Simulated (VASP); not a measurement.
Nb, 1 atom in the cell. The structure is cubic, space group Fm-3m (No. 225). The conventional cell has a = 4.441 Å, b = 4.441 Å, c = 4.441 Å, α = 90.00°, β = 90.00°, γ = 90.00°. Within 4.1 Å of Nb (site symmetry m-3m) lie 12 Nb at 3.14 Å. This isn't the form of Nb at room conditions, which is bcc. This cell differs from its parent crystal: strain +0.050 along x and y, +0.050 along z.

| Item | Value |
| --- | --- |
| Program | VASP 6.6.1 |
| Task | single point |
| Functional | PBE |
| Potentials or basis | VASP PAW PBE potentials, release 64 (Nb_sv) |
| Cutoff | 520 eV |
| k mesh | 20 × 20 × 20 |
| Occupations | gaussian, width 0.15 eV |
| Spin | no spin polarisation |
| Dipole correction | no |
| Further INCAR settings | ALGO = Normal; EDIFF = 1e-06; NBANDS = 12 |

Potentials or basis: VASP PAW PBE potentials, release 64 (Nb_sv).

Launch:

```bash
$ cat potpaw_PBE.64/Nb_sv/POTCAR > POTCAR
$ mpirun -np 1 vasp_std > vasp.out
```

Hardware: 1 thread of Intel(R) Xeon(R) 6975P-C (Granite Rapids) (shared host).

Problem. How long does it take, and how much memory?

Solution. Wall time 30 s on 1 thread of Intel(R) Xeon(R) 6975P-C (Granite Rapids), on a shared host, peak memory 0.19 GiB. Counts: scf iterations 12, k points 256.
